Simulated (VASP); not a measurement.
Input of a VASP 6.6.1 run:

INCAR

```
SYSTEM = TiC
PREC = Accurate
ENCUT = 520
EDIFF = 1E-7
ISMEAR = 0
SIGMA = 0.1
LREAL = .False.
LASPH = .True.
NELM = 100
ALGO = Normal
ISIF = 2
LWAVE = .False.
LCHARG = .False.
LDIPOL = .True.
IDIPOL = 3
DIPOL = 0.5 0.5 0.500
GGA = PS
NBANDS = 69
```

File KPOINTS:

```
Automatic mesh
0
Gamma
  10 10 1
  0 0 0
```

The input POSCAR:

```
TiC
1.0
    3.0355752600      0.0000000000      0.0000000000
    0.0000000000      3.0355752600      0.0000000000
    0.0000000000      0.0000000000     28.8788551070
Ti C
7 7
Direct
    0.5000000000      0.5000000000      0.2770192922
    0.0000000000      0.0000000000      0.3513461948
    0.5000000000      0.5000000000      0.4256730974
    0.0000000000      0.0000000000      0.5000000000
    0.5000000000      0.5000000000      0.5743269026
    0.0000000000      1.0000000000      0.6486538052
    0.5000000000      0.5000000000      0.7229807078
    0.0000000000      1.0000000000      0.2770192922
    0.5000000000      0.5000000000      0.3513461948
    0.0000000000      1.0000000000      0.4256730974
    0.5000000000      0.5000000000      0.5000000000
    1.0000000000      0.0000000000      0.5743269026
    0.5000000000      0.5000000000      0.6486538052
    0.0000000000      1.0000000000      0.7229807078
```

Potentials or basis: VASP PAW PBE potentials, release 64 (Ti_sv, C).

Launch:

```bash
$ cat potpaw_PBE.64/Ti_sv/POTCAR potpaw_PBE.64/C/POTCAR > POTCAR
$ mpirun -np 1 vasp_std > vasp.out
```

**Question.** Estimate the band gap on the k mesh.

**Answer.** Zero (band 56 reaches 3.29 eV, above the bottom of band 57 at 2.59 eV).

**Question.** Estimate the largest force.

**Answer.** 1.459 eV/Å.

Forces in eV/Å, atoms in the order of the input:
```
Ti   0.000  0.000  1.459
Ti   0.000  0.000  0.300
Ti   0.000  0.000  0.103
Ti   0.000  0.000  0.000
Ti   0.000  0.000 -0.103
Ti   0.000  0.000 -0.300
Ti   0.000  0.000 -1.459
C    0.000  0.000 -1.007
C    0.000  0.000 -0.703
C    0.000  0.000 -0.186
C    0.000  0.000  0.000
C    0.000  0.000  0.186
C    0.000  0.000  0.703
C    0.000  0.000  1.007
```

Caveat: the PAW data sets were made with another functional, which shifts forces and pressure a little.
